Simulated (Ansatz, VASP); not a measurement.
# Two plane-wave programs on Sb

File INCAR:

```
PREC = Accurate
ENCUT = 520
EDIFF = 1E-6
ISMEAR = -1
SIGMA = 0.15
LREAL = False
LASPH = True
NELM = 60
ALGO = Normal
ISIF = 2
LWAVE = False
LCHARG = False
GGA = PS
NBANDS = 12
```

File KPOINTS:

```
Automatic mesh
0
Gamma
  8 8 8
```

The input POSCAR:

```
Sb
1.0
    2.1176810807      1.2226437912      3.6942927774
   -2.1176810807      1.2226437912      3.6942927774
    0.0000000000     -2.4452875825      3.6942927774
Sb
2
Direct
    0.2334900000      0.2334900000      0.2334900000
    0.7665100000      0.7665100000      0.7665100000
```

Input for Ansatz:

```yaml
crystal:
  lattice:
    - [2.117681080661315, 1.222643791239781, 3.6942927774232768]
    - [-2.117681080661315, 1.222643791239781, 3.6942927774232768]
    - [0.0, -2.445287582479562, 3.6942927774232768]
  atoms:
    - { symbol: Sb, position: [0.23349, 0.23349, 0.23349] }
    - { symbol: Sb, position: [0.76651, 0.76651, 0.76651] }
basis:
  ecutwfc: 500.0
kpoints:
  mp_grid:
    grid: [8, 8, 8]
hamiltonian:
  xc: pbesol
  pseudopotentials:
    kind: paw
scf:
  occupations:
    method: fermi_dirac
    width: 0.15
output:
  stress: true
```

Alike in both runs: task single point; functional PBEsol; k mesh 8 × 8 × 8; occupations fermi-dirac, width 0.15 eV; no spin polarisation.

|  | VASP | Ansatz |
| --- | --- | --- |
| version | VASP 6.6.1 | Ansatz 0.2.0 |
| potentials or method | VASP PAW PBE potentials, release 64 (Sb), cutoff 520 eV | plane waves, PAW |
| valence electrons in the cell | 10 | 30 |

|  | VASP | Ansatz | Ansatz less VASP |
| --- | --- | --- | --- |
| pressure (GPa) | 3.6 | 3.3 | -0.28 |
| traceless stress, the component that is largest in VASP (GPa) | -0.66 | -0.59 | +0.070 |

VASP's potentials were made for PBE, not for PBEsol. VASP's potentials hold 10 valence electrons a cell and Ansatz's 30, so a difference there can come from the potentials and not from the codes.

Spin-orbit coupling is off throughout.
